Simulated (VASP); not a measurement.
# Sr in VASP: a series of runs

The runs below take Sr through single point, with PBE.

Everything below comes from runs of VASP 6.6.1. Logs are shortened: lines on timing, memory, paths and dates and some standing lists are left out, and cuts for length are marked.

**1. The cell of the first run**

It takes space group I4/mmm (No. 139, tetragonal). Conventional cell: a = 4.774 Å, b = 4.774 Å, c = 4.736 Å, α = 90.00°, β = 90.00°, γ = 90.00°. Within 5.4 Å of Sr (site symmetry 4/mmm) lie 14 Sr at 4.12 to 4.77 Å.

This isn't the form of Sr at room conditions, which is fcc.

**2. Single point, PBE**

The input, INCAR:

```
SYSTEM = Sr
ALGO = Fast
EDIFF = 1E-6
ENCUT = 520
GGA = PE
ISIF = 2
ISMEAR = 0
LASPH = .TRUE.
LCHARG = .FALSE.
LREAL = .FALSE.
LWAVE = .FALSE.
NBANDS = 11
NELM = 60
PREC = Accurate
SIGMA = 0.1
```

The input, KPOINTS:

```
k-points
0
G
  16 16 16
  0 0 0
```

The input, POSCAR:

```
Sr
1.0
   -2.3872148587      2.3872148587      2.3679066198
    2.3872148587     -2.3872148587      2.3679066198
    2.3872148587      2.3872148587     -2.3679066198
Sr
1
Direct
    0.0000000000      0.0000000000      0.0000000000
```

Potentials or basis: VASP PAW PBE potentials, release 64 (Sr_sv).

Launch:

```
> cat potpaw_PBE.64/Sr_sv/POTCAR > POTCAR
> mpirun -np 1 vasp_std > vasp.out
```

OUTCAR:

```text
SYSTEM = Sr
   EDIFF = 1E-6
   ENCUT = 520
   GGA = PE
   ISIF = 2
   ISMEAR = 0
   LASPH = .TRUE.
   LREAL = .FALSE.
   NELM = 60
   PREC = Accurate

 ion  position               nearest neighbor table
   1  0.000  0.000  0.000-

  LATTYP: Found a body centered tetragonal cell.
 ALAT       =     4.7744297174
 C/A-ratio  =     0.9919118135

  Lattice vectors:

 A1 = (  -2.3872148587,   2.3872148587,   2.3679066198)
 A2 = (   2.3872148587,  -2.3872148587,   2.3679066198)
 A3 = (   2.3872148587,   2.3872148587,  -2.3679066198)

Analysis of symmetry for initial positions (statically):
=====================================================================
 Subroutine PRICEL returns:
 Original cell was already a primitive cell.

 Routine SETGRP: Setting up the symmetry group for a
 body centered tetragonal supercell.

 Subroutine GETGRP returns: Found 16 space group operations
 (whereof 16 operations were pure point group operations)
 out of a pool of 16 trial point group operations.

The static configuration has the point symmetry D_4h.

Analysis of symmetry for dynamics (positions and initial velocities):
=====================================================================
 Subroutine PRICEL returns:
 Original cell was already a primitive cell.

 Routine SETGRP: Setting up the symmetry group for a
 body centered tetragonal supercell.

 Subroutine GETGRP returns: Found 16 space group operations
 (whereof 16 operations were pure point group operations)
 out of a pool of 16 trial point group operations.

The dynamic configuration has the point symmetry D_4h.

 Subroutine INISYM returns: Found 16 space group operations
 (whereof 16 operations are pure point group operations),
 and found     1 'primitive' translations

----------------------------------------------------------------------------------------

                                     Primitive cell

  volume of cell :      53.9769

  direct lattice vectors                    reciprocal lattice vectors
    -2.387214859  2.387214859  2.367906620     0.000000000  0.209449098  0.211156975
     2.387214859 -2.387214859  2.367906620     0.209449098  0.000000000  0.211156975
     2.387214859  2.387214859 -2.367906620     0.209449098  0.209449098  0.000000000

  length of vectors
     4.123659943  4.123659943  4.123659943     0.297415859  0.297415859  0.296205756

  position of ions in fractional coordinates (direct lattice)
     0.000000000  0.000000000  0.000000000

  ion indices of the primitive-cell ions
   primitive index   ion index
                 1           1

----------------------------------------------------------------------------------------

 KPOINTS: k-points

Automatic generation of k-mesh.
 Grid dimensions read from file:
 generate k-points for:   16   16   16

 Generating k-lattice:

  Cartesian coordinates                     Fractional coordinates (reciprocal lattice)
     0.000000000  0.013090569  0.013197311     0.062500000  0.000000000 -0.000000000
     0.013090569  0.000000000  0.013197311     0.000000000  0.062500000 -0.000000000
     0.013090569  0.013090569  0.000000000     0.000000000  0.000000000  0.062500000

  Length of vectors
     0.018588491  0.018588491  0.018512860

  Shift w.r.t. Gamma in fractional coordinates (k-lattice)
     0.000000000  0.000000000  0.000000000

 Subroutine IBZKPT returns following result:
 ===========================================

 Found    349 irreducible k-points:

 Following reciprocal coordinates:
            Coordinates               Weight
  0.000000  0.000000  0.000000      1.000000
  0.062500  0.000000  0.000000      8.000000
  0.125000  0.000000  0.000000      8.000000
  0.187500  0.000000  0.000000      8.000000
  0.250000  0.000000  0.000000      8.000000
  0.312500 -0.000000  0.000000      8.000000
[... 16 lines left out ...]
 -0.125000  0.062500  0.000000     16.000000
 -0.062500  0.062500  0.000000      4.000000
 [... further k-points ...]
   k-points           NKPTS =    349   k-points in BZ     NKDIM =    349   number of bands    NBANDS=     11
   number of dos      NEDOS =    301   number of ions     NIONS =      1
   total plane-waves  NPLWV =  32768
   dimension x,y,z NGX =    32 NGY =   32 NGZ =   32
   dimension x,y,z NGXF=    64 NGYF=   64 NGZF=   64
   ions per type =               1
   NGX,Y,Z   is equivalent  to a cutoff of  12.90, 12.90, 12.90 a.u.
   NGXF,Y,Z  is equivalent  to a cutoff of  25.80, 25.80, 25.80 a.u.
 SYSTEM =  Sr
   PREC   = accura    normal or accurate (medium, high low for compatibility)
   ISTART =      0    job   : 0-new  1-cont  2-samecut
   ICHARG =      2    charge: 1-file 2-atom 10-const
   ISPIN  =      1    spin polarized calculation?
   LNONCOLLINEAR =      F non collinear calculations
   LSORBIT =      F    spin-orbit coupling
   LASPH  =      T    aspherical Exc in radial PAW
   ENCUT  =  520.0 eV  38.22 Ry    6.18 a.u.   7.67  7.67  7.67*2*pi/ulx,y,z
   NELM   =     60;   NELMIN=  2; NELMDL= -5     # of ELM steps
   EDIFF  = 0.1E-05   stopping-criterion for ELM
   LREAL  =      F    real-space projection
   EDIFFG = 0.1E-04   stopping-criterion for IOM
   NSW    =      0    number of steps for IOM
   IBRION =     -1    ionic relax: 0-MD 1-quasi-New 2-CG
   NFREE  =      0    steps in history (QN), initial steepest desc. (CG)
   ISIF   =      2    stress and relaxation
   ISYM   =      2    0-nonsym 1-usesym 2-fastsym
   POTIM  = 0.5000    time-step for ionic-motion
   TEBEG  =    0.0;   TEEND  =   0.0 temperature during run
   PSTRESS=    0.0 pullay stress
   NELECT =      10.0000    total number of electrons
   NUPDOWN=      -1.0000    fix difference up-down
   EMIN   =  10.00;   EMAX   =-10.00  energy-range for DOS
   EFERMI =   0.00;   METHOD = LEGACY
   ISMEAR =     0;   SIGMA  =   0.10  broadening in eV -4-tet -1-fermi 0-gaus
   EFERMI_NEDOS =   21; number of points for ismear=-14 and -15
   IALGO  =     68    algorithm
   IMIX   =      4    mixing-type and parameters
     AMIX     =   0.40;   BMIX     =  1.00
     AMIX_MAG =   1.60;   BMIX_MAG =  1.00
  volume/ion in A,a.u.               =      53.98       364.25
  Fermi-wavevector in a.u.,A,eV,Ry     =   0.933266  1.763618 11.850487  0.870986
  Thomas-Fermi vector in A             =   2.059950
   LORBIT       =      0    0 simple, 1 ext, 2 COOP (PROOUT), +10 PAW based schemes
   GGA     = PE    functional components
   LHFCALC =     F    Hartree Fock is set to
   AEXX    =    0.0000 exact exchange contribution
   IVDW    =     0    specifies the selected vdW correction
   LEPSILON=     F    determine dielectric tensor
   LRPA    =     F    only Hartree local field effects (RPA)
 non-spin polarized calculation
 RMM-DIIS sequential band-by-band and
 Gauss-broadening in eV      SIGMA  =   0.10
  energy-cutoff  :      520.00
  volume of cell :       53.98
 maximum number of plane-waves:      1481
   NGX = 15   NGY = 15   NGZ = 15

 number of electron      10.0000000 magnetization

 Free energy of the ion-electron system (eV)
  ---------------------------------------------------
  ext. energy  EPLUGINS =         0.00000000
  ---------------------------------------------------
  free energy    TOTEN  =        -1.63491420 eV

  energy without entropy =       -1.62963357  energy(sigma->0) =       -1.63227389

 E-fermi :   1.6589     XC(G=0):  -7.4044

 val. band max:        1.6557390986   @ k =   0.5000   0.5000   0.2500
 cond. band min:       1.6672440675   @ k =  -0.3750  -0.3750   0.0625
 fundamental gap:      0.0115049689
 Fermi energy:         1.6588563961

 k-point     1 :       0.0000    0.0000    0.0000
  band No.  band energies     occupation
      1     -34.9281      2.00000
      2     -16.8112      2.00000
      3     -16.8105      2.00000
      4     -16.8105      2.00000
      5      -2.0190      2.00000
      6       4.0171      0.00000
      7       4.0649      0.00000
      8       4.0649      0.00000
      9       5.3556      0.00000
     10       5.4237      0.00000
     11       9.7717      0.00000

 k-point     2 :       0.0625    0.0000    0.0000
  band No.  band energies     occupation
      1     -34.9275      2.00000
      2     -16.8192      2.00000
      3     -16.8133      2.00000
      4     -16.8109      2.00000
      5      -1.9508      2.00000
      6       3.9741      0.00000
      7       4.0244      0.00000
      8       4.1108      0.00000
      9       5.2963      0.00000
     10       5.3797      0.00000
     11       9.8872      0.00000

 k-point     3 :       0.1250    0.0000    0.0000
  band No.  band energies     occupation
      1     -34.9257      2.00000
      2     -16.8428      2.00000
      3     -16.8210      2.00000
      4     -16.8109      2.00000
      5      -1.7500      2.00000
      6       3.8100      0.00000
      7       3.8594      0.00000
      8       4.3038      0.00000
      9       5.1397      0.00000
     10       5.3688      0.00000
     11      10.0389      0.00000

 k-point     4 :       0.1875    0.0000    0.0000
  band No.  band energies     occupation
      1     -34.9230      2.00000
      2     -16.8777      2.00000
      3     -16.8325      2.00000
      4     -16.8110      2.00000
      5      -1.4279      2.00000
      6       3.5303      0.00000
      7       3.5871      0.00000
      8       4.6251      0.00000
      9       5.0941      0.00000
     10       5.3848      0.00000
     11      10.0155      0.00000
[... 239 lines left out ...]
 k-point    22 :      -0.1875    0.0625    0.0000
  band No.  band energies     occupation
      1     -34.9240      2.00000
      2     -16.8642      2.00000
      3     -16.8254      2.00000
      4     -16.8137      2.00000
      5      -1.5561      2.00000
      6       3.6558      0.00000
      7       3.6839      0.00000
      8       4.5090      0.00000
      9       5.0025      0.00000
     10       5.4537      0.00000
     11      10.1979      0.00000

 k-point    23 :      -0.1250    0.0625    0.0000
  band No.  band energies     occupation
      1     -34.9263      2.00000
      2     -16.8353      2.00000
      3     -16.8164      2.00000
      4     -16.8127      2.00000
      5      -1.8174      2.00000
      6       3.8696      0.00000
      7       3.9063      0.00000
      8       4.2559      0.00000
      9       5.1206      0.00000
     10       5.4193      0.00000
     11       9.9862      0.00000

 k-point    24 :      -0.0625    0.0625    0.0000
  band No.  band energies     occupation
      1     -34.9275      2.00000
      2     -16.8189      2.00000
      3     -16.8138      2.00000
      4     -16.8105      2.00000
      5      -1.9514      2.00000
      6       3.9787      0.00000
      7       4.0039      0.00000
      8       4.1306      0.00000
      9       5.2570      0.00000
     10       5.4179      0.00000
     11       9.8465      0.00000

 [... further k-points ...]

------------------------ aborting loop because EDIFF is reached ----------------------------------------

  FORCE on cell =-STRESS in cart. coord.  units (eV):
  Direction    XX          YY          ZZ          XY          YZ          ZX
  --------------------------------------------------------------------------------------
  -------------------------------------------------------------------------------------
  Total       -0.0115878     -0.0115878     -0.0025811      0.0000000      0.0000000      0.0000000
  in kB       -0.3439582     -0.3439582     -0.0766153      0.0000000      0.0000000      0.0000000
  external PRESSURE =      -0.2548439 kB  Pullay stress =       0.0000000 kB

 VOLUME and BASIS-vectors are now :
 -----------------------------------------------------------------------------
  energy-cutoff  :      520.00
  volume of cell :       53.98
      direct lattice vectors                 reciprocal lattice vectors
    -2.387214859  2.387214859  2.367906620     0.000000000  0.209449098  0.211156975
     2.387214859 -2.387214859  2.367906620     0.209449098  0.000000000  0.211156975
     2.387214859  2.387214859 -2.367906620     0.209449098  0.209449098  0.000000000

 POSITION                                       TOTAL-FORCE (eV/Angst)
 -----------------------------------------------------------------------------------
      0.00000      0.00000      0.00000        -0.000000      0.000000     -0.000000
 -----------------------------------------------------------------------------------
    total drift:                                0.000000      0.000000     -0.000000

  FREE ENERGIE OF THE ION-ELECTRON SYSTEM (eV)
  ---------------------------------------------------
  free  energy   TOTEN  =        -1.6349142035 eV

  energy  without entropy=       -1.6296335701  energy(sigma->0) =       -1.63227389
```

Run time: 99 s. Hardware: 1 thread of Oxide Virtual Turin-like, shared host; peak memory 0.3 GiB.

What came out:

```
Free energy            : -1.6349 eV
Pressure               : 0.0 GPa
Band gap on the k mesh : zero (bands 5 and 6 overlap by 0.50 eV)
```

Levels at points of the mesh, in eV from the Fermi level:
```
           k point  band 2  band 3  band 4  band 5  band 6  band 7  band 8  band 9
(0.00, 0.00, 0.00)  -18.47  -18.47  -18.47   -3.68    2.36    2.41    2.41    3.70
(0.50, 0.00, 0.00)  -18.68  -18.54  -18.47   -1.02    0.25    1.19    3.57    4.25
(0.50, 0.50, 0.00)  -18.68  -18.54  -18.47   -1.03    0.22    1.25    3.52    4.21
(0.50, 0.50, 0.50)  -18.62  -18.62  -18.62   -0.18   -0.16    3.65    3.65    3.76
```

**3. Single point, PBE**

This run uses another cell than the first one: it holds 6 atoms, not 1.

The input, INCAR:

```
SYSTEM = Sr
ALGO = Fast ; EDIFF = 1E-7
ENCUT = 520 ; GGA = PE
ISIF = 2 ; ISMEAR = 0
LASPH = .True. ; LCHARG = .False.
LREAL = .False. ; LWAVE = .False.
NBANDS = 39 ; NELM = 100
PREC = Accurate ; SIGMA = 0.2
```

The input, KPOINTS:

```
k-points
0
Gamma
  6 4 2
  0 0 0
```

The input, POSCAR:

```
Sr
1.0
   -0.0063061628      0.0155455648     -4.1284177197
    3.3791929816     -5.8160891070      0.0287307002
  -10.1288935843     -5.8112545947      0.0095481863
Sr
6
Direct
   -0.0003477518      0.0000147513      0.9993602992
    0.0001094371      0.4999266338      0.5006173492
    0.3331935054      0.5000075786      0.8336007701
    0.3282151734      1.0000243683      0.3331108106
    0.6676261958      0.9999846956      0.6663089037
    0.6712034403      0.5000419724      0.1670018672
```

Potentials or basis: VASP PAW PBE potentials, release 64 (Sr_sv).

Launch:

```
> cat potpaw_PBE.64/Sr_sv/POTCAR > POTCAR
> mpirun -np 1 vasp_std > vasp.out
```

Run time: 21 min. Hardware: 1 thread of Oxide Virtual Turin-like, shared host; peak memory 0.49 GiB.

The run converged. Its results:

```yaml
Free_energy: -9.8633 eV
Pressure: 0.0 GPa
Largest_force: 0.011 eV/Å
Band_gap_on_the_k_mesh: zero (bands 30 and 31 overlap by 0.37 eV)
```

Forces in eV/Å, atoms in the order of the input:
```
Sr  -0.004 -0.002  0.000
Sr   0.004  0.001 -0.001
Sr   0.000  0.000 -0.007
Sr   0.001  0.001 -0.011
Sr  -0.001  0.000  0.008
Sr   0.000  0.000  0.011
```

Levels at points of the mesh, in eV from the Fermi level:
| k point | band 26 | band 27 | band 28 | band 29 | band 30 | band 31 | band 32 | band 33 | band 34 | band 35 |
| --- | --- | --- | --- | --- | --- | --- | --- | --- | --- | --- |
| (0.00, 0.00, 0.00) | -2.36 | -2.36 | -1.02 | 0.20 | 0.21 | 0.21 | 0.21 | 0.23 | 0.23 | 0.24 |
| (0.50, 0.00, 0.00) | -1.24 | -1.03 | -0.47 | -0.46 | -0.18 | -0.17 | 0.23 | 0.32 | 0.33 | 0.75 |
| (0.00, 0.50, 0.00) | -2.67 | -1.60 | -1.60 | -1.58 | -1.58 | 0.64 | 0.65 | 0.66 | 0.67 | 1.27 |
| (0.50, 0.50, 0.00) | -0.83 | -0.80 | -0.80 | -0.19 | -0.19 | 0.00 | 0.00 | 0.23 | 0.23 | 0.25 |
| (0.00, 0.00, 0.50) | -3.33 | -1.05 | -1.04 | -0.66 | -0.66 | 0.20 | 0.20 | 0.54 | 0.56 | 0.97 |
| (0.50, 0.00, 0.50) | -1.13 | -1.05 | -1.04 | -0.15 | -0.15 | -0.01 | 0.00 | 0.44 | 0.44 | 0.54 |
| (0.00, 0.50, 0.50) | -2.36 | -2.35 | -2.35 | -1.04 | -1.02 | 0.22 | 0.25 | 1.18 | 1.24 | 1.26 |
| (0.50, 0.50, 0.50) | -1.02 | -0.48 | -0.47 | -0.45 | -0.44 | 0.21 | 0.25 | 0.31 | 0.32 | 0.33 |
